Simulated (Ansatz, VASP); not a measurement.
## Two plane-wave programs on Zn

The input INCAR:

```
SYSTEM = Zn
PREC     = Accurate       ! precision mode
ENCUT    = 520            ! plane-wave cutoff, eV
EDIFF    = 1E-6           ! SCF threshold, eV
ISMEAR   = -1             ! smearing method
SIGMA    = 0.1            ! smearing width, eV
LREAL    = .False.        ! projectors in reciprocal space
LASPH    = .True.         ! aspherical terms in the spheres
NELM     = 100            ! most SCF steps
ALGO     = Normal         ! electronic algorithm
ISIF     = 2              ! what is computed and relaxed
LWAVE    = .False.        ! write WAVECAR
LCHARG   = .False.        ! write CHGCAR
GGA      = RE             ! functional
NBANDS   = 19             ! bands
```

Contents of KPOINTS:

```
regular mesh
0
Gamma
  22 22 10
  0 0 0
```

File POSCAR:

```
Zn
1.0
    2.7846478817      0.0000000000      0.0000000000
   -1.3923239409      2.4115758062      0.0000000000
    0.0000000000      0.0000000000      5.2245714705
Zn
2
Direct
    0.3333333333      0.6666666667      0.2500000000
    0.6666666667      0.3333333333      0.7500000000
```

Input for Ansatz:

```yaml
crystal:
  lattice:
    - [2.7846478829, 0.0, 0.0]
    - [-1.3923239414, 2.4115758072, 0.0]
    - [0.0, 0.0, 5.2245714767]
  atoms:
    - { symbol: Zn, position: [0.3333333333, 0.6666666667, 0.25] }
    - { symbol: Zn, position: [0.6666666667, 0.3333333333, 0.75] }
hamiltonian:
  xc: revpbe
  pseudopotentials:
    kind: paw
    azcp:
      Zn: "pseudopotentials/Zn.paw.azcp"
basis:
  ecutwfc: 420
  fft_grid_basis: typed
kpoints:
  mp_grid: { grid: [22, 22, 10], shift: [0, 0, 0] }
magnetization:
  spin_polarized: false
scf:
  occupations: { method: fermi_dirac, width: 0.1 }
output:
  stress: true
```

Alike in both runs: task single point; functional revPBE; k mesh 22 × 22 × 10; occupations fermi-dirac, width 0.1 eV; no spin polarisation.

```csv
,VASP,Ansatz
version,VASP 6.6.1,Ansatz 0.2.0
potentials or method,"VASP PAW PBE potentials, release 64 (Zn), cutoff 520 eV","plane waves (420 eV) with PAW, scalar-relativistic"
valence electrons in the cell,24,24
```

VASP gave:

- pressure (GPa): -5.2
- traceless stress, the component that is largest in VASP (GPa): 1.61

Task: What did Ansatz give for the same quantities?

Result: Pressure (GPa): -5.4; traceless stress, the component that is largest in VASP (GPa): 1.70.

VASP's potentials were made for PBE, not for revPBE.
